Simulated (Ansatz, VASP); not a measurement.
HPbNO4: VASP beside Ansatz

Contents of POSCAR:

```
HPbNO4
1.0
    4.1992300000      0.1111700000      0.1681700000
    1.9160000000      3.8913200000      0.1256800000
    1.7608500000      1.2525900000      6.3726600000
H Pb N O
1 1 1 4
Direct
    0.8914500000      0.6820200000      0.6279600000
    0.1442600000      0.9287200000      0.8835200000
    0.2567000000      0.2886100000      0.3017100000
    0.8310800000      0.6505600000      0.7840500000
    0.3869400000      0.2238000000      0.1129500000
    0.3110400000      0.0357600000      0.4585600000
    0.0772600000      0.6063300000      0.3227500000
```

INCAR.step1

```
ALGO = Normal
EDIFF = 1E-5
ENCUT = 520
GGA = PE
ISIF = 2
ISMEAR = -1
LASPH = T
LCHARG = F
LREAL = F
LWAVE = T
NBANDS = 31
NELM = 80
PREC = Accurate
SIGMA = 0.05
```

Contents of INCAR.step2:

```
AEXX = 0.25
ALGO = Normal
EDIFF = 1E-6
ENCUT = 520
GGA = PE
ISIF = 2
ISMEAR = -1
ISTART = 1
LASPH = T
LCHARG = F
LHFCALC = T
LREAL = F
LWAVE = F
NBANDS = 31
NELM = 80
PREC = Accurate
PRECFOCK = Fast
SIGMA = 0.05
```

File KPOINTS:

```
k-points
0
Gamma
  3 3 2
```

File input.yaml:

```yaml
crystal:
  lattice:
    - [4.19923, 0.11117, 0.16817]
    - [1.916, 3.89132, 0.12568]
    - [1.76085, 1.25259, 6.37266]
  atoms:
    - { symbol: H, position: [0.89145, 0.68202, 0.62796] }
    - { symbol: Pb, position: [0.14426, 0.92872, 0.88352] }
    - { symbol: "N", position: [0.2567, 0.28861, 0.30171] }
    - { symbol: O, position: [0.83108, 0.65056, 0.78405] }
    - { symbol: O, position: [0.38694, 0.2238, 0.11295] }
    - { symbol: O, position: [0.31104, 0.03576, 0.45856] }
    - { symbol: O, position: [0.07726, 0.60633, 0.32275] }
hamiltonian:
  xc: pbe0
  pseudopotentials: { kind: paw }
kpoints:
  mp_grid: { grid: [3, 3, 2] }
scf:
  occupations: { method: fermi_dirac, width: 0.05 }
output:
  forces: true
  stress: true
  eigenvalues: true
  write_density: true
  write_potential: true
  elf: true
  volumetric_format: npy
```

Alike in both runs: task single point; functional PBE0; k mesh 3 × 3 × 2; occupations fermi-dirac, width 0.05 eV; no spin polarisation.

|  | VASP | Ansatz |
| --- | --- | --- |
| version | VASP 6.6.1 | Ansatz 0.2.0 |
| potentials or method | VASP PAW PBE potentials, release 64 (H, Pb_d, N, O) | Ansatz PAW |
| plane-wave cutoff (eV) | 520 | 420 |
| valence electrons in the cell | 44 | 44 |

|  | VASP | Ansatz | Ansatz less VASP |
| --- | --- | --- | --- |
| gap on the k mesh at the Fermi level (eV) | 4.92 | 4.92 | -0.001 |
| least direct gap on the mesh (eV) | 4.92 | 4.92 | -0.001 |
| pressure (GPa) | -3.5 | -4.3 | -0.73 |
| traceless stress, the component that is largest in VASP (GPa) | 2.06 | 3.14 | +1.075 |
| rms of the force components (eV/Å) | 0.399 | 0.599 | +0.2007 |

Atom by atom the forces differ by 0.204 eV/Å (rms over components). The functional is the same, so the differences come from potentials, cutoffs and numerics.

The k mesh is coarse, so the values compare programs but aren't converged. Spin-orbit coupling is off throughout. Noted on VASP's run: the standard files for N, O and F lose accuracy on very short bonds. Noted on Ansatz's run: odd divisions of the mesh miss points on the zone boundary, where band edges often lie, so the gap on the mesh can be too wide.
